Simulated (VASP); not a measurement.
Here is a VASP 6.6.1 calculation.

Contents of INCAR:

```
  ALGO = Normal
  EDIFF = 1E-7
  ENCUT = 520
  GGA = PE
  ISIF = 2
  ISMEAR = 0
  LASPH = T
  LCHARG = F
  LREAL = F
  LWAVE = F
  NBANDS = 11
  NELM = 80
  PREC = Accurate
  SIGMA = 0.05
```

The input KPOINTS:

```
k-points
0
Gamma
  12 12 12
```

POSCAR

```
BN
1.0
    0.0000000000      1.8123485119      1.8123485119
    1.8123485119      0.0000000000      1.8123485119
    1.8123485119      1.8123485119      0.0000000000
B N
1 1
Direct
    0.0000000000      0.0000000000      0.0000000000
    0.7500000000      0.7500000000      0.7500000000
```

Potentials or basis: VASP PAW PBE potentials, release 64 (B, N).

Run with:

```sh
$ cat potpaw_PBE.64/B/POTCAR potpaw_PBE.64/N/POTCAR > POTCAR
$ mpirun -np 1 vasp_std > vasp.out
```

Predict the band gap on the k mesh.

4.45 eV, indirect (least direct gap 8.78 eV).

Predict the pressure.

0.2 GPa.

A k mesh can miss the band edges. PBE gaps usually lie below the measured ones, often by a third to a half.
